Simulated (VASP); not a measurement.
**BeSH6: single point with PBE**

The system is BeSH6, in a box.

```
CELL_PARAMETERS angstrom
10.80000 0.00000 0.00000
0.00000 11.10000 0.00000
0.00000 0.00000 11.40000
ATOMIC_POSITIONS crystal
Be 0.42659 0.57141 0.43049
S 0.53578 0.46513 0.53400
H 0.54003 0.61541 0.38761
H 0.38118 0.61564 0.53780
H 0.38129 0.46112 0.38749
H 0.49275 0.38198 0.61489
H 0.62123 0.50717 0.61481
H 0.62115 0.38215 0.49292
```

```json
{"Program": "VASP 6.6.1", "Task": "single point", "Functional": "PBE", "Potentials or basis": "VASP PAW PBE potentials, release 64 (Be, S, H_h)", "Cutoff": "910 eV", "k mesh": "1 × 1 × 1", "Occupations": "gaussian, width 0.05 eV", "Spin": "no spin polarisation"}
```

The largest force is 0.170 eV/Å and the gap between the frontier levels is 4.26 eV.

Forces on the atoms (eV/Å):
```
Be  -0.020  0.018 -0.016
S    0.102 -0.098  0.093
H    0.004  0.013 -0.012
H   -0.016  0.015  0.003
H   -0.015 -0.003 -0.013
H    0.037  0.045 -0.045
H   -0.046 -0.036 -0.046
H   -0.046  0.046  0.036
```

Levels at points of the mesh, in eV from the valence-band top:
```tsv
k point	band 5	band 6	band 7	band 8	band 9	band 10
(0.00, 0.00, 0.00)	-0.39	0.00	0.00	4.26	4.27	4.27
```

It took 4.5 min on 1 thread of AMD EPYC 7R13 Processor (Zen 3) (shared host), peak memory 1.9 GiB.
